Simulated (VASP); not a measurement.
# Au in VASP: settings compared

Au is run at these levels: PBE, PBEsol; tasks: single point.

Program: VASP 6.6.1. These are calculated values, not measurements. Logs are shortened: lines on timing, memory, paths and dates and some standing lists are left out, and cuts for length are marked.

## 1. The cell of the first run

The typed cell holds 2 atoms: a = 2.900 Å, b = 2.900 Å, c = 4.880 Å, α = 90.00°, β = 90.00°, γ = 120.00°.

## 2. Single point, PBE (atoms moved at random)

Input file INCAR:

```
  PREC = Accurate
  ENCUT = 520
  EDIFF = 1E-6
  ISMEAR = -1
  SIGMA = 0.05
  LREAL = False
  LASPH = True
  NELM = 60
  ALGO = Fast
  ISIF = 2
  LWAVE = False
  LCHARG = False
  GGA = PE
  NBANDS = 18
```

Input file KPOINTS:

```
regular mesh
0
Gamma
  11 11 6
```

Input file POSCAR:

```
Au
1.0
    2.9000000000      0.0000000000      0.0000000000
   -1.4500000000      2.5114736710      0.0000000000
    0.0000000000      0.0000000000      4.8800000000
Au
2
Direct
    0.6881910000      0.3520320000      0.2512180000
    0.3221800000      0.6632650000      0.7544700000
```

Potentials or basis: VASP PAW PBE potentials, release 64 (Au).

Command:

```sh
$ cat potpaw_PBE.64/Au/POTCAR > POTCAR
$ mpirun -np 1 vasp_std > vasp.out
```

OUTCAR:

```text
PREC = Accurate
   ENCUT = 520
   EDIFF = 1E-6
   ISMEAR = -1
   LREAL = False
   LASPH = True
   NELM = 60
   ISIF = 2
   GGA = PE

 ion  position               nearest neighbor table
   1  0.688  0.352  0.251-   2 2.90   2 2.93   2 2.96   2 2.98   2 2.99   2 3.00
   2  0.322  0.663  0.754-   1 2.90   1 2.93   1 2.96   1 2.98   1 2.99   1 3.00

  LATTYP: Found a hexagonal cell.
 ALAT       =     2.9000000000
 C/A-ratio  =     1.6827586207

  Lattice vectors:

 A1 = (   2.9000000000,   0.0000000000,   0.0000000000)
 A2 = (  -1.4500000000,   2.5114736710,   0.0000000000)
 A3 = (   0.0000000000,   0.0000000000,   4.8800000000)

Analysis of symmetry for initial positions (statically):
=====================================================================
 Subroutine PRICEL returns:
 Original cell was already a primitive cell.

 Routine SETGRP: Setting up the symmetry group for a
 hexagonal supercell.

 Subroutine GETGRP returns: Found  2 space group operations
 (whereof  1 operations were pure point group operations)
 out of a pool of 24 trial point group operations.

The static configuration has the point symmetry C_1 .
 The point group associated with its full space group is S_2 .

Analysis of symmetry for dynamics (positions and initial velocities):
=====================================================================
 Subroutine PRICEL returns:
 Original cell was already a primitive cell.

 Routine SETGRP: Setting up the symmetry group for a
 hexagonal supercell.

 Subroutine GETGRP returns: Found  2 space group operations
 (whereof  1 operations were pure point group operations)
 out of a pool of 24 trial point group operations.

The dynamic configuration has the point symmetry C_1 .
 The point group associated with its full space group is S_2 .

 Subroutine INISYM returns: Found  2 space group operations
 (whereof  1 operations are pure point group operations),
 and found     1 'primitive' translations

----------------------------------------------------------------------------------------

                                     Primitive cell

  volume of cell :      35.5424

  direct lattice vectors                    reciprocal lattice vectors
     2.900000000  0.000000000  0.000000000     0.344827586  0.199086300  0.000000000
    -1.450000000  2.511473671  0.000000000     0.000000000  0.398172599  0.000000000
     0.000000000  0.000000000  4.880000000     0.000000000  0.000000000  0.204918033

  length of vectors
     2.900000000  2.900000000  4.880000000     0.398172599  0.398172599  0.204918033

  position of ions in fractional coordinates (direct lattice)
     0.688191000  0.352032000  0.251218000
     0.322180000  0.663265000  0.754470000

  ion indices of the primitive-cell ions
   primitive index   ion index
                 1           1
                 2           2

----------------------------------------------------------------------------------------

 KPOINTS: regular mesh

Automatic generation of k-mesh.
 Grid dimensions read from file:
 generate k-points for:   11   11    6

 Generating k-lattice:

  Cartesian coordinates                     Fractional coordinates (reciprocal lattice)
     0.031347962  0.018098755  0.000000000     0.090909091  0.000000000  0.000000000
     0.000000000  0.036197509  0.000000000     0.000000000  0.090909091  0.000000000
     0.000000000  0.000000000  0.034153005     0.000000000  0.000000000  0.166666667

  Length of vectors
     0.036197509  0.036197509  0.034153005

  Shift w.r.t. Gamma in fractional coordinates (k-lattice)
     0.000000000  0.000000000  0.000000000

 Subroutine IBZKPT returns following result:
 ===========================================

 Found    364 irreducible k-points:

 Following reciprocal coordinates:
            Coordinates               Weight
  0.000000  0.000000  0.000000      1.000000
  0.090909 -0.000000  0.000000      2.000000
  0.000000  0.090909  0.000000      2.000000
 -0.090909  0.090909  0.000000      2.000000
  0.181818 -0.000000  0.000000      2.000000
  0.000000  0.181818  0.000000      2.000000
[... 16 lines left out ...]
 -0.181818  0.272727  0.000000      2.000000
  0.090909  0.181818  0.000000      2.000000
 [... further k-points ...]
   k-points           NKPTS =    364   k-points in BZ     NKDIM =    364   number of bands    NBANDS=     18
   number of dos      NEDOS =    301   number of ions     NIONS =      2
   total plane-waves  NPLWV =  20736
   dimension x,y,z NGX =    24 NGY =   24 NGZ =   36
   dimension x,y,z NGXF=    48 NGYF=   48 NGZF=   72
   ions per type =               2
   NGX,Y,Z   is equivalent  to a cutoff of  13.76, 13.76, 12.26 a.u.
   NGXF,Y,Z  is equivalent  to a cutoff of  27.52, 27.52, 24.53 a.u.
 SYSTEM =  unknown system
   PREC   = accura    normal or accurate (medium, high low for compatibility)
   ISTART =      0    job   : 0-new  1-cont  2-samecut
   ICHARG =      2    charge: 1-file 2-atom 10-const
   ISPIN  =      1    spin polarized calculation?
   LNONCOLLINEAR =      F non collinear calculations
   LSORBIT =      F    spin-orbit coupling
   LASPH  =      T    aspherical Exc in radial PAW
   ENCUT  =  520.0 eV  38.22 Ry    6.18 a.u.   5.39  5.39  9.07*2*pi/ulx,y,z
   NELM   =     60;   NELMIN=  2; NELMDL= -5     # of ELM steps
   EDIFF  = 0.1E-05   stopping-criterion for ELM
   LREAL  =      F    real-space projection
   EDIFFG = 0.1E-04   stopping-criterion for IOM
   NSW    =      0    number of steps for IOM
   IBRION =     -1    ionic relax: 0-MD 1-quasi-New 2-CG
   NFREE  =      0    steps in history (QN), initial steepest desc. (CG)
   ISIF   =      2    stress and relaxation
   ISYM   =      2    0-nonsym 1-usesym 2-fastsym
   POTIM  = 0.5000    time-step for ionic-motion
   TEBEG  =    0.0;   TEEND  =   0.0 temperature during run
   PSTRESS=    0.0 pullay stress
   NELECT =      22.0000    total number of electrons
   NUPDOWN=      -1.0000    fix difference up-down
   EMIN   =  10.00;   EMAX   =-10.00  energy-range for DOS
   EFERMI =   0.00;   METHOD = LEGACY
   ISMEAR =    -1;   SIGMA  =   0.05  broadening in eV -4-tet -1-fermi 0-gaus
   EFERMI_NEDOS =   21; number of points for ismear=-14 and -15
   IALGO  =     68    algorithm
   IMIX   =      4    mixing-type and parameters
     AMIX     =   0.40;   BMIX     =  1.00
     AMIX_MAG =   1.60;   BMIX_MAG =  1.00
  volume/ion in A,a.u.               =      17.77       119.93
  Fermi-wavevector in a.u.,A,eV,Ry     =   1.395191  2.636528 26.484517  1.946557
  Thomas-Fermi vector in A             =   2.518667
   LORBIT       =      0    0 simple, 1 ext, 2 COOP (PROOUT), +10 PAW based schemes
   GGA     = PE    functional components
   LHFCALC =     F    Hartree Fock is set to
   AEXX    =    0.0000 exact exchange contribution
   IVDW    =     0    specifies the selected vdW correction
   LEPSILON=     F    determine dielectric tensor
   LRPA    =     F    only Hartree local field effects (RPA)
 non-spin polarized calculation
 RMM-DIIS sequential band-by-band and
  energy-cutoff  :      520.00
  volume of cell :       35.54
 maximum number of plane-waves:       984
 NGX is ok and might be reduce to    24
   NGX = 11   NGY = 11   NGZ = 19

 number of electron      22.0000001 magnetization

 Free energy of the ion-electron system (eV)
  ---------------------------------------------------
  ext. energy  EPLUGINS =         0.00000000
  ---------------------------------------------------
  free energy    TOTEN  =        -6.43072285 eV

  energy without entropy =       -6.42259381  energy(sigma->0) =       -6.42665833

 E-fermi :   8.7570     XC(G=0): -12.4654

 val. band max:        8.7543546146   @ k =  -0.1818   0.4545   0.5000
 cond. band min:       8.7605826809   @ k =   0.2727   0.1818   0.5000
 fundamental gap:      0.0062280664
 Fermi energy:         8.7570202165

 k-point     1 :       0.0000    0.0000    0.0000
  band No.  band energies     occupation
      1      -0.6313      2.00000
      2       1.7595      2.00000
      3       4.1143      2.00000
      4       4.3956      2.00000
      5       4.4397      2.00000
      6       4.6711      2.00000
[... 10 lines left out ...]
     17      26.6937      0.00000
     18      27.1916      0.00000

 k-point     2 :       0.0909   -0.0000    0.0000
  band No.  band energies     occupation
      1      -0.3779      2.00000
      2       1.9689      2.00000
      3       4.0295      2.00000
      4       4.4308      2.00000
      5       4.6028      2.00000
      6       4.6943      2.00000
[... 10 lines left out ...]
     17      25.7926      0.00000
     18      26.3236      0.00000

 k-point     3 :       0.0000    0.0909    0.0000
  band No.  band energies     occupation
      1      -0.3801      2.00000
      2       1.9617      2.00000
      3       4.0563      2.00000
      4       4.4886      2.00000
      5       4.5674      2.00000
      6       4.5944      2.00000
[... 10 lines left out ...]
     17      25.5703      0.00000
     18      26.6848      0.00000

 k-point     4 :      -0.0909    0.0909    0.0000
  band No.  band energies     occupation
      1      -0.3796      2.00000
      2       1.9634      2.00000
      3       4.0514      2.00000
      4       4.4735      2.00000
      5       4.5778      2.00000
      6       4.6078      2.00000
[... 375 lines left out ...]
      4       3.9916      2.00000
      5       4.3390      2.00000
      6       4.6173      2.00000
[... 10 lines left out ...]
     17      25.6492      0.00000
     18      25.7660      0.00000

 k-point    23 :      -0.1818    0.2727    0.0000
  band No.  band energies     occupation
      1       0.9642      2.00000
      2       2.7827      2.00000
      3       3.7319      2.00000
      4       3.9387      2.00000
      5       4.2671      2.00000
      6       4.7712      2.00000
[... 10 lines left out ...]
     17      25.6678      0.00000
     18      25.6837      0.00000

 k-point    24 :       0.0909    0.1818    0.0000
  band No.  band energies     occupation
      1       0.9674      2.00000
      2       2.7782      2.00000
      3       3.7396      2.00000
      4       3.9713      2.00000
      5       4.3412      2.00000
      6       4.6332      2.00000
[... 10 lines left out ...]
     17      25.6528      0.00000
     18      25.7232      0.00000

 [... further k-points ...]

------------------------ aborting loop because EDIFF is reached ----------------------------------------

  FORCE on cell =-STRESS in cart. coord.  units (eV):
  Direction    XX          YY          ZZ          XY          YZ          ZX
  --------------------------------------------------------------------------------------
  -------------------------------------------------------------------------------------
  Total        0.4628259      0.4010994      0.2914561      0.0420935     -0.0119166     -0.0165126
  in kB       20.8632397     18.0807370     13.1382419      1.8974879     -0.5371753     -0.7443531
  external PRESSURE =      17.3607396 kB  Pullay stress =       0.0000000 kB

 VOLUME and BASIS-vectors are now :
 -----------------------------------------------------------------------------
  energy-cutoff  :      520.00
  volume of cell :       35.54
      direct lattice vectors                 reciprocal lattice vectors
     2.900000000  0.000000000  0.000000000     0.344827586  0.199086300  0.000000000
    -1.450000000  2.511473671  0.000000000     0.000000000  0.398172599  0.000000000
     0.000000000  0.000000000  4.880000000     0.000000000  0.000000000  0.204918033

 POSITION                                       TOTAL-FORCE (eV/Angst)
 -----------------------------------------------------------------------------------
      1.48531      0.88412      1.22594        -0.030242     -0.018568      0.096685
     -0.02741      1.66577      3.68181         0.030242      0.018568     -0.096685
 -----------------------------------------------------------------------------------
    total drift:                                0.000002     -0.000004      0.000006

  FREE ENERGIE OF THE ION-ELECTRON SYSTEM (eV)
  ---------------------------------------------------
  free  energy   TOTEN  =        -6.4307228474 eV

  energy  without entropy=       -6.4225938137  energy(sigma->0) =       -6.42665833
```

It took 2.3 min on 1 thread of Intel Xeon Platinum 8259CL at 2.50GHz (Skylake/Cascade Lake), shared host; peak memory 0.3 GiB.

Results:

```
Free energy            : -6.4307 eV
Pressure               : 1.7 GPa
Largest force          : 0.103 eV/Å
Band gap on the k mesh : zero (bands 11 and 12 overlap by 6.26 eV)
```

Forces in eV/Å, atoms in the order of the input:
```
Au  -0.030 -0.019  0.097
Au   0.030  0.019 -0.097
```

Caveat: the cell differs from its parent crystal (atoms moved at random); spin-orbit coupling is left out, which moves the levels of the heavy elements.

(Continued in part 2 of 2.)
